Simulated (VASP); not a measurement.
Runs of VASP 6.6.1 on YN. The structure is that of space group Fm-3m (No. 225), or close to it. The cells are those of the table. 

```csv
cell,gap on the mesh (eV),pressure (GPa)
"a = 3.449 Å, angles 60.0°, 2 atoms",(a),2.7
"a = 3.354 Å, angles 60.0°, 2 atoms",0.01,19.6
"a = 3.494 Å, angles 60.0°, 2 atoms",0.24,(b)
"a = 3.402 Å, angles 60.0°, 2 atoms",0.10,10.3
"a = 3.538 Å, angles 60.0°, 2 atoms",0.30,(c)
```

Alike in all rows: task single point; level PBE; potentials or basis VASP PAW PBE potentials, release 64 (Y_sv, N); no spin polarisation; k mesh 8 × 8 × 8; cutoff (eV) 600; smearing gaussian 0.01 eV.

Question: Fill in the values left out.

Answer: (a) 0.17; (b) -3.5; (c) -8.5.

A k mesh can miss the band edges, and the runs leave out spin-orbit coupling on Y.
